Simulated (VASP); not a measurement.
# C (a cell with a defect) in VASP: notebook

C (a cell with a defect) is run at these levels: LDA; tasks: single point.

Program: VASP 6.6.1. These are calculated values, not measurements. Logs are shortened: lines on timing, memory, paths and dates and some standing lists are left out, and cuts for length are marked.

## Step 1: The cell of the first run

The cell holds a defect, 63 atoms: a = 7.140 Å, b = 7.140 Å, c = 7.140 Å, α = 90.00°, β = 90.00°, γ = 90.00°.

## Step 2: Single point, LDA

The input, INCAR:

```
PREC = Accurate
ENCUT = 520
EDIFF = 1E-6
ISMEAR = 0
SIGMA = 0.02
LREAL = Auto
LASPH = True
NELM = 100
ALGO = Normal
ISIF = 2
LWAVE = False
LCHARG = False
NBANDS = 163
```

The input, KPOINTS:

```
regular mesh
0
Gamma
  2 2 2
```

The input, POSCAR:

```
C
1.0
    7.1400000000      0.0000000000      0.0000000000
    0.0000000000      7.1400000000      0.0000000000
    0.0000000000      0.0000000000      7.1400000000
C
63
Direct
    0.3641947017      0.1358052983     -0.1358052983
    0.6358052983      0.1358052983      0.1358052983
    0.7484163974      0.2484163974      0.0004238924
    0.8760887758      0.3760887758      0.1254914467
    0.7484163974      0.0004238924      0.2484163974
    0.8760887758      0.1254914467      0.3760887758
    0.0000000000      0.0000000000      0.0000000000
    0.1255421806      0.1244310790      0.1244310790
    0.2515836026      0.2484163974     -0.0004238924
    0.3755689210      0.3744578194      0.1244310790
    0.5000000000      0.5000000000      0.0000000000
    0.6244310790      0.6255421806      0.1244310790
    0.7484163974      0.7515836026     -0.0004238924
    0.8744578194      0.8755689210      0.1244310790
    0.2515836026     -0.0004238924      0.2484163974
    0.3755689210      0.1244310790      0.3744578194
    0.5004238924      0.2484163974      0.2484163974
    0.6254914467      0.3760887758      0.3760887758
    0.7498225619      0.5004494842      0.2498225619
    0.8748684373      0.6251315627      0.3748684373
    0.5000000000      0.0000000000      0.5000000000
    0.6244310790      0.1244310790      0.6255421806
    0.7498225619      0.2498225619      0.5004494842
    0.8748684373      0.3748684373      0.6251315627
    0.7484163974     -0.0004238924      0.7515836026
    0.8744578194      0.1244310790      0.8755689210
    0.0000000000      0.5000000000      0.0000000000
    0.1239112242      0.6239112242      0.1254914467
    0.2515836026      0.7515836026      0.0004238924
    0.3641947017      0.8641947017      0.1358052983
    0.0004494842      0.2498225619      0.2498225619
    0.1251315627      0.3748684373      0.3748684373
    0.2501774381      0.4995505158      0.2498225619
    0.3745085533      0.6239112242      0.3760887758
    0.4995761076      0.7515836026      0.2484163974
    0.6244310790      0.8755689210      0.3744578194
    0.0000000000      0.0000000000      0.5000000000
    0.1239112242      0.1254914467      0.6239112242
    0.2501774381      0.2498225619      0.4995505158
    0.3745085533      0.3760887758      0.6239112242
    0.5000000000      0.5000000000      0.5000000000
    0.6254914467      0.6239112242      0.6239112242
    0.7498225619      0.7501774381      0.4995505158
    0.8760887758      0.8745085533      0.6239112242
    0.2515836026      0.0004238924      0.7515836026
    0.4995761076      0.2484163974      0.7515836026
    0.6244310790      0.3744578194      0.8755689210
    0.7498225619      0.4995505158      0.7501774381
    0.8760887758      0.6239112242      0.8745085533
   -0.0004494842      0.7501774381      0.2498225619
    0.1239112242      0.8745085533      0.3760887758
    0.0000000000      0.5000000000      0.5000000000
    0.1251315627      0.6251315627      0.6251315627
    0.2501774381      0.7501774381      0.5004494842
    0.3755689210      0.8755689210      0.6255421806
   -0.0004494842      0.2498225619      0.7501774381
    0.1239112242      0.3760887758      0.8745085533
    0.2501774381      0.5004494842      0.7501774381
    0.3755689210      0.6255421806      0.8755689210
    0.5004238924      0.7515836026      0.7515836026
    0.6358052983      0.8641947017      0.8641947017
    0.0004494842      0.7501774381      0.7501774381
    0.1255421806      0.8755689210      0.8755689210
```

Potentials or basis: VASP PAW LDA potentials, release 64 (C).

Command:

```bash
$ cat potpaw_LDA.64/C/POTCAR > POTCAR
$ mpirun -np 1 vasp_std > vasp.out
```

OUTCAR:

```text
PREC = Accurate
   ENCUT = 520
   EDIFF = 1E-6
   ISMEAR = 0
   LREAL = Auto
   LASPH = True
   NELM = 100
   ISIF = 2

 ion  position               nearest neighbor table
   1  0.364  0.136  0.864-   9 1.49  45 1.49  46 1.49
   2  0.636  0.136  0.136-   3 1.49   5 1.49  17 1.49
   3  0.748  0.248  0.000-   2 1.49  26 1.55  47 1.55   4 1.57
   4  0.876  0.376  0.125-  27 1.54  19 1.55  31 1.55   3 1.57
   5  0.748  0.000  0.248-   2 1.49  14 1.55  36 1.55   6 1.57
   6  0.876  0.125  0.376-  37 1.54  31 1.55  23 1.55   5 1.57
   7  0.000  0.000  0.000-   8 1.54  14 1.54  26 1.54  63 1.54
   8  0.126  0.124  0.124-   7 1.54   9 1.55  15 1.55  31 1.55
[... 50 lines left out ...]
  59  0.376  0.626  0.876-  11 1.54  29 1.55  60 1.55  58 1.55
  60  0.500  0.752  0.752-  61 1.49  59 1.55  55 1.55  42 1.57
  61  0.636  0.864  0.864-  13 1.49  25 1.49  60 1.49
  62  0.000  0.750  0.750-  53 1.54  44 1.55  49 1.55  63 1.55
  63  0.126  0.876  0.876-   7 1.54  29 1.55  45 1.55  62 1.55

  LATTYP: Found a simple cubic cell.
 ALAT       =     7.1400000000

  Lattice vectors:

 A1 = (   7.1400000000,   0.0000000000,   0.0000000000)
 A2 = (   0.0000000000,   7.1400000000,   0.0000000000)
 A3 = (   0.0000000000,   0.0000000000,   7.1400000000)

Analysis of symmetry for initial positions (statically):
=====================================================================
 Subroutine PRICEL returns:
 Original cell was already a primitive cell.

 Routine SETGRP: Setting up the symmetry group for a
 simple cubic supercell.

 Subroutine GETGRP returns: Found 24 space group operations
 (whereof  8 operations were pure point group operations)
 out of a pool of 48 trial point group operations.

The static configuration has the point symmetry D_2d.
 The point group associated with its full space group is T_d .

Analysis of symmetry for dynamics (positions and initial velocities):
=====================================================================
 Subroutine PRICEL returns:
 Original cell was already a primitive cell.

 Routine SETGRP: Setting up the symmetry group for a
 simple cubic supercell.

 Subroutine GETGRP returns: Found 24 space group operations
 (whereof  8 operations were pure point group operations)
 out of a pool of 48 trial point group operations.

The dynamic configuration has the point symmetry D_2d.
 The point group associated with its full space group is T_d .

 Subroutine INISYM returns: Found 24 space group operations
 (whereof  8 operations are pure point group operations),
 and found     1 'primitive' translations
[... 202 lines left out ...]
   ISIF   =      2    stress and relaxation
   ISYM   =      2    0-nonsym 1-usesym 2-fastsym
   POTIM  = 0.5000    time-step for ionic-motion
   TEBEG  =    0.0;   TEEND  =   0.0 temperature during run
   PSTRESS=    0.0 pullay stress
   NELECT =     252.0000    total number of electrons
   NUPDOWN=      -1.0000    fix difference up-down
   EMIN   =  10.00;   EMAX   =-10.00  energy-range for DOS
   EFERMI =   0.00;   METHOD = LEGACY
   ISMEAR =     0;   SIGMA  =   0.02  broadening in eV -4-tet -1-fermi 0-gaus
   EFERMI_NEDOS =   21; number of points for ismear=-14 and -15
   IALGO  =     38    algorithm
   IMIX   =      4    mixing-type and parameters
     AMIX     =   0.40;   BMIX     =  1.00
     AMIX_MAG =   1.60;   BMIX_MAG =  1.00
  volume/ion in A,a.u.               =       5.78        38.99
  Fermi-wavevector in a.u.,A,eV,Ry     =   1.448250  2.736795 28.537232  2.097427
  Thomas-Fermi vector in A             =   2.566112
   LORBIT       =      0    0 simple, 1 ext, 2 COOP (PROOUT), +10 PAW based schemes
   GGA     = CA    functional components
   LHFCALC =     F    Hartree Fock is set to
   AEXX    =    0.0000 exact exchange contribution
   IVDW    =     0    specifies the selected vdW correction
   LEPSILON=     F    determine dielectric tensor
   LRPA    =     F    only Hartree local field effects (RPA)
 non-spin polarized calculation
 Gauss-broadening in eV      SIGMA  =   0.02
  energy-cutoff  :      520.00
  volume of cell :      363.99
 maximum number of plane-waves:      9808
 NGX is ok and might be reduce to    54
   NGX = 27   NGY = 27   NGZ = 27

 number of electron     251.9999990 magnetization

 Free energy of the ion-electron system (eV)
  ---------------------------------------------------
  ext. energy  EPLUGINS =         0.00000000
  ---------------------------------------------------
  free energy    TOTEN  =      -630.42499010 eV

  energy without entropy =     -630.41727699  energy(sigma->0) =     -630.42113355

 E-fermi :  11.0181     XC(G=0): -13.3953

 val. band max:       10.6785984556   @ k =   0.5000   0.0000   0.0000
 cond. band min:      11.0242391775   @ k =   0.5000   0.0000   0.0000
 fundamental gap:      0.3456407219
 Fermi energy:        11.0181478569

 k-point     1 :       0.0000    0.0000    0.0000
  band No.  band energies     occupation
      1     -11.8136      2.00000
      2      -9.6159      2.00000
      3      -9.6159      2.00000
      4      -9.5963      2.00000
      5      -9.5963      2.00000
      6      -9.5963      2.00000
[... 553 lines left out ...]
    137      15.4012      0.00000
    138      15.4012      0.00000
 [bands above 138 left out]

------------------------ aborting loop because EDIFF is reached ----------------------------------------

  FORCE on cell =-STRESS in cart. coord.  units (eV):
  Direction    XX          YY          ZZ          XY          YZ          ZX
  --------------------------------------------------------------------------------------
  -------------------------------------------------------------------------------------
  Total      -26.7473179    -26.7473179    -26.7473179      0.0000000     -0.0000000      0.0000000
  in kB     -117.7324513   -117.7324513   -117.7324513      0.0000000     -0.0000000      0.0000000
  external PRESSURE =    -117.7324513 kB  Pullay stress =       0.0000000 kB

 VOLUME and BASIS-vectors are now :
 -----------------------------------------------------------------------------
  energy-cutoff  :      520.00
  volume of cell :      363.99
      direct lattice vectors                 reciprocal lattice vectors
     7.140000000  0.000000000  0.000000000     0.140056022  0.000000000  0.000000000
     0.000000000  7.140000000  0.000000000     0.000000000  0.140056022  0.000000000
     0.000000000  0.000000000  7.140000000     0.000000000  0.000000000  0.140056022

 POSITION                                       TOTAL-FORCE (eV/Angst)
 -----------------------------------------------------------------------------------
      2.60035      0.96965      6.17035         0.033724     -0.033724      0.033724
      4.53965      0.96965      0.96965        -0.033724     -0.033724     -0.033724
      5.34369      1.77369      0.00303         0.004264      0.004264     -0.004789
      6.25527      2.68527      0.89601        -0.020137     -0.020137     -0.001491
      5.34369      0.00303      1.77369         0.004264     -0.004789      0.004264
      6.25527      0.89601      2.68527        -0.020137     -0.001491     -0.020137
[... 55 lines left out ...]
      0.00321      5.35627      5.35627        -0.000856      0.016342      0.016342
      0.89637      6.25156      6.25156        -0.000413      0.009772      0.009772
 -----------------------------------------------------------------------------------
    total drift:                                0.000000      0.000000      0.000000

  FREE ENERGIE OF THE ION-ELECTRON SYSTEM (eV)
  ---------------------------------------------------
  free  energy   TOTEN  =      -630.4249901039 eV

  energy  without entropy=     -630.4172769879  energy(sigma->0) =     -630.42113355
```

Wall time 3.6 min (1 thread of Intel Xeon Platinum 8488C (Sapphire Rapids), shared host); peak memory 0.38 GiB.

What came out:

```yaml
Free_energy: -630.4250 eV
Pressure: -11.8 GPa
Largest_force: 0.058 eV/Å
Band_gap_on_the_k_mesh: zero (bands 126 and 127 overlap by 0.24 eV)
```

Forces on the atoms (eV/Å):
```
C    0.034 -0.034  0.034
C   -0.034 -0.034 -0.034
C    0.004  0.004 -0.005
C   -0.020 -0.020 -0.001
C    0.004 -0.005  0.004
C   -0.020 -0.001 -0.020
C    0.000  0.000  0.000
C    0.000 -0.010 -0.010
C   -0.004  0.004  0.005
C    0.010  0.000 -0.010
C    0.000  0.000  0.000
C   -0.010  0.000 -0.010
C    0.004 -0.004  0.005
C    0.000  0.010 -0.010
C   -0.004  0.005  0.004
C    0.010 -0.010  0.000
C   -0.005  0.004  0.004
C   -0.001 -0.020 -0.020
C   -0.016 -0.001 -0.016
C   -0.001  0.001 -0.001
C    0.000  0.000  0.000
C   -0.010 -0.010  0.000
C   -0.016 -0.016 -0.001
C   -0.001 -0.001  0.001
C    0.004  0.005 -0.004
C    0.000 -0.010  0.010
C    0.000  0.000  0.000
C    0.020  0.020 -0.001
C   -0.004 -0.004 -0.005
C    0.034  0.034 -0.034
C   -0.001 -0.016 -0.016
C    0.001 -0.001 -0.001
C    0.016  0.001 -0.016
C    0.001  0.020 -0.020
C    0.005 -0.004  0.004
C   -0.010  0.010  0.000
C    0.000  0.000  0.000
C    0.020 -0.001  0.020
C    0.016 -0.016  0.001
C    0.001 -0.020  0.020
C    0.000  0.000  0.000
C   -0.001  0.020  0.020
C   -0.016  0.016  0.001
C   -0.020  0.001  0.020
C   -0.004 -0.005 -0.004
C    0.005  0.004 -0.004
C   -0.010  0.000  0.010
C   -0.016  0.001  0.016
C   -0.020  0.020  0.001
C    0.001  0.016 -0.016
C    0.020  0.001 -0.020
C    0.000  0.000  0.000
C    0.001  0.001  0.001
C    0.016  0.016 -0.001
C    0.010  0.010  0.000
C    0.001 -0.016  0.016
C    0.020 -0.020  0.001
C    0.016 -0.001  0.016
C    0.010  0.000  0.010
C   -0.005 -0.004 -0.004
C   -0.034  0.034  0.034
C   -0.001  0.016  0.016
C    0.000  0.010  0.010
```

Caveat: the k points lie up to 0.44 Å⁻¹ apart.

## Step 3: Single point, LDA

The input, INCAR:

```
SYSTEM = C
PREC = Accurate
ENCUT = 520
EDIFF = 1E-6
ISMEAR = 0
SIGMA = 0.02
LREAL = Auto
LASPH = .True.
NELM = 100
ALGO = Normal
ISIF = 2
LWAVE = .False.
LCHARG = .False.
GGA = CA
NBANDS = 163
```

The input, KPOINTS:

```
Automatic mesh
0
Gamma
  2 2 2
  0 0 0
```

The input, POSCAR:

```
C
1.0
    7.1400000000      0.0000000000      0.0000000000
    0.0000000000      7.1400000000      0.0000000000
    0.0000000000      0.0000000000      7.1400000000
C
63
Direct
    0.3641946779      0.1358053221     -0.1358053221
    0.6358053221      0.1358053221      0.1358053221
    0.7484163866      0.2484163866      0.0004239496
    0.8760887955      0.3760887955      0.1254914566
    0.7484163866      0.0004239496      0.2484163866
    0.8760887955      0.1254914566      0.3760887955
    0.0000000000      0.0000000000      0.0000000000
    0.1255421569      0.1244310924      0.1244310924
    0.2515836134      0.2484163866     -0.0004239496
    0.3755689076      0.3744578431      0.1244310924
    0.5000000000      0.5000000000      0.0000000000
    0.6244310924      0.6255421569      0.1244310924
    0.7484163866      0.7515836134     -0.0004239496
    0.8744578431      0.8755689076      0.1244310924
    0.2515836134     -0.0004239496      0.2484163866
    0.3755689076      0.1244310924      0.3744578431
    0.5004239496      0.2484163866      0.2484163866
    0.6254914566      0.3760887955      0.3760887955
    0.7498225490      0.5004494398      0.2498225490
    0.8748684874      0.6251315126      0.3748684874
    0.5000000000      0.0000000000      0.5000000000
    0.6244310924      0.1244310924      0.6255421569
    0.7498225490      0.2498225490      0.5004494398
    0.8748684874      0.3748684874      0.6251315126
    0.7484163866     -0.0004239496      0.7515836134
    0.8744578431      0.1244310924      0.8755689076
    0.0000000000      0.5000000000      0.0000000000
    0.1239112045      0.6239112045      0.1254914566
    0.2515836134      0.7515836134      0.0004239496
    0.3641946779      0.8641946779      0.1358053221
    0.0004494398      0.2498225490      0.2498225490
    0.1251315126      0.3748684874      0.3748684874
    0.2501774510      0.4995505602      0.2498225490
    0.3745085434      0.6239112045      0.3760887955
    0.4995760504      0.7515836134      0.2484163866
    0.6244310924      0.8755689076      0.3744578431
    0.0000000000      0.0000000000      0.5000000000
    0.1239112045      0.1254914566      0.6239112045
    0.2501774510      0.2498225490      0.4995505602
    0.3745085434      0.3760887955      0.6239112045
    0.5000000000      0.5000000000      0.5000000000
    0.6254914566      0.6239112045      0.6239112045
    0.7498225490      0.7501774510      0.4995505602
    0.8760887955      0.8745085434      0.6239112045
    0.2515836134      0.0004239496      0.7515836134
    0.4995760504      0.2484163866      0.7515836134
    0.6244310924      0.3744578431      0.8755689076
    0.7498225490      0.4995505602      0.7501774510
    0.8760887955      0.6239112045      0.8745085434
   -0.0004494398      0.7501774510      0.2498225490
    0.1239112045      0.8745085434      0.3760887955
    0.0000000000      0.5000000000      0.5000000000
    0.1251315126      0.6251315126      0.6251315126
    0.2501774510      0.7501774510      0.5004494398
    0.3755689076      0.8755689076      0.6255421569
   -0.0004494398      0.2498225490      0.7501774510
    0.1239112045      0.3760887955      0.8745085434
    0.2501774510      0.5004494398      0.7501774510
    0.3755689076      0.6255421569      0.8755689076
    0.5004239496      0.7515836134      0.7515836134
    0.6358053221      0.8641946779      0.8641946779
    0.0004494398      0.7501774510      0.7501774510
    0.1255421569      0.8755689076      0.8755689076
```

Potentials or basis: VASP PAW LDA potentials, release 64 (C).

Command:

```bash
$ cat potpaw_LDA.64/C/POTCAR > POTCAR
$ mpirun -np 1 vasp_std > vasp.out
```

Run time: 3.6 min. Hardware: 1 thread of Intel Xeon Platinum 8488C (Sapphire Rapids), shared host; peak memory 0.38 GiB.

The run converged. Its results:

- Free energy: -630.4250 eV
- Pressure: -11.8 GPa
- Largest force: 0.058 eV/Å
- Band gap on the k mesh: zero (bands 126 and 127 overlap by 0.24 eV)

Forces in eV/Å, atoms in the order of the input:
```
C    0.034 -0.034  0.034
C   -0.034 -0.034 -0.034
C    0.004  0.004 -0.005
C   -0.020 -0.020 -0.001
C    0.004 -0.005  0.004
C   -0.020 -0.001 -0.020
C    0.000  0.000  0.000
C    0.000 -0.010 -0.010
C   -0.004  0.004  0.005
C    0.010  0.000 -0.010
C    0.000  0.000  0.000
C   -0.010  0.000 -0.010
C    0.004 -0.004  0.005
C    0.000  0.010 -0.010
C   -0.004  0.005  0.004
C    0.010 -0.010  0.000
C   -0.005  0.004  0.004
C   -0.001 -0.020 -0.020
C   -0.016 -0.001 -0.016
C   -0.001  0.001 -0.001
C    0.000  0.000  0.000
C   -0.010 -0.010  0.000
C   -0.016 -0.016 -0.001
C   -0.001 -0.001  0.001
C    0.004  0.005 -0.004
C    0.000 -0.010  0.010
C    0.000  0.000  0.000
C    0.020  0.020 -0.001
C   -0.004 -0.004 -0.005
C    0.034  0.034 -0.034
C   -0.001 -0.016 -0.016
C    0.001 -0.001 -0.001
C    0.016  0.001 -0.016
C    0.001  0.020 -0.020
C    0.005 -0.004  0.004
C   -0.010  0.010  0.000
C    0.000  0.000  0.000
C    0.020 -0.001  0.020
C    0.016 -0.016  0.001
C    0.001 -0.020  0.020
C    0.000  0.000  0.000
C   -0.001  0.020  0.020
C   -0.016  0.016  0.001
C   -0.020  0.001  0.020
C   -0.004 -0.005 -0.004
C    0.005  0.004 -0.004
C   -0.010  0.000  0.010
C   -0.016  0.001  0.016
C   -0.020  0.020  0.001
C    0.001  0.016 -0.016
C    0.020  0.001 -0.020
C    0.000  0.000  0.000
C    0.001  0.001  0.001
C    0.016  0.016 -0.001
C    0.010  0.010  0.000
C    0.001 -0.016  0.016
C    0.020 -0.020  0.001
C    0.016 -0.001  0.016
C    0.010  0.000  0.010
C   -0.005 -0.004 -0.004
C   -0.034  0.034  0.034
C   -0.001  0.016  0.016
C    0.000  0.010  0.010
```

Levels at points of the mesh, in eV from the Fermi level:
| k point | band 121 | band 122 | band 123 | band 124 | band 125 | band 126 | band 127 | band 128 | band 129 | band 130 |
| --- | --- | --- | --- | --- | --- | --- | --- | --- | --- | --- |
| (0.00, 0.00, 0.00) | -4.30 | -3.33 | -2.17 | -2.17 | -2.17 | 0.24 | 0.24 | 0.24 | 2.82 | 2.82 |
| (0.50, 0.00, 0.00) | -3.49 | -3.44 | -3.40 | -3.40 | -2.33 | -0.34 | 0.01 | 0.01 | 2.64 | 2.66 |
| (0.50, 0.50, 0.00) | -3.08 | -3.08 | -2.71 | -2.47 | -2.37 | -0.48 | 0.10 | 0.10 | 3.99 | 3.99 |
| (0.50, 0.50, 0.50) | -3.34 | -3.34 | -3.34 | -3.32 | -3.32 | 0.11 | 0.11 | 0.11 | 4.29 | 4.29 |

Caveat: the k points lie up to 0.44 Å⁻¹ apart.

(Continued in part 2 of 2.)

The gap in the log of VASP goes by the Fermi energy; the results here count the filled bands.